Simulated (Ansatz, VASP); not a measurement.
One calculation of Ru2W, two programs

Contents of INCAR:

```
  PREC = Accurate
  ENCUT = 600
  EDIFF = 1E-6
  ISMEAR = 0
  SIGMA = 0.1
  LREAL = False
  LASPH = True
  NELM = 80
  ALGO = Normal
  ISIF = 3
  LWAVE = False
  LCHARG = False
  GGA = PE
  IBRION = 2
  NSW = 90
  EDIFFG = -0.04
```

File KPOINTS:

```
Automatic mesh
0
Gamma
  6 6 6
```

POSCAR

```
Ru2W
1.0
    0.0000000000      2.8852774000      2.8852774000
    2.8852774000      0.0000000000      2.8852774000
    2.8852774000      2.8852774000      0.0000000000
Ru W
2 1
Direct
    0.2500000000      0.2500000000      0.2500000000
    0.7500000000      0.7500000000      0.7500000000
    0.0000000000      0.0000000000      0.0000000000
```

Input for Ansatz:

```yaml
crystal:
  lattice:
    - [0.0, 2.8852774, 2.8852774]
    - [2.8852774, 0.0, 2.8852774]
    - [2.8852774, 2.8852774, 0.0]
  atoms:
    - { symbol: Ru, position: [0.25, 0.25, 0.25] }
    - { symbol: Ru, position: [0.75, 0.75, 0.75] }
    - { symbol: W, position: [0.0, 0.0, 0.0] }
basis:
  ecutwfc: 420
kpoints:
  mp_grid: { grid: [6, 6, 6] }
hamiltonian:
  xc: pbe
scf:
  occupations: { method: gaussian, width: 0.1 }
  lower_state_search: "off"
output:
  forces: true
  stress: true
  eigenvalues: true
relax:
  adjacent_minimum: "off"
  f_tol: 0.04
  max_steps: 70
  cell: { stress_tol: 0.4 }
```

Change from the starting cell: species swapped into the Al2Pt type (Fm-3m, No. 225).

Alike in both runs: task relaxation of cell and atoms; functional PBE; k mesh 6 × 6 × 6; occupations gaussian, width 0.1 eV; no spin polarisation.

|  | VASP | Ansatz |
| --- | --- | --- |
| version | VASP 6.6.1 | Ansatz 0.2.0 |
| potentials or method | VASP PAW PBE potentials, release 64 (Ru_pv, W_sv), cutoff 600 eV | scalar-relativistic, plane waves, PAW |
| valence electrons in the cell | 42 | 46 |

|  | VASP | Ansatz | Ansatz less VASP |
| --- | --- | --- | --- |
| gap on the k mesh at the Fermi level, each at its own relaxed structure (eV) | none | none | - |
| relaxed volume (Å³/atom) | 17.22 | 17.17 | -0.050 |
| relaxed cell length with the largest relative difference (Å) | 4.180 | 4.176 | -0.0040 |

A gap of «none» marks a metal or a gap that the smearing closes. VASP's potentials hold 42 valence electrons a cell and Ansatz's 46, so a difference there can come from the potentials and not from the codes.

Spin-orbit coupling is off throughout.
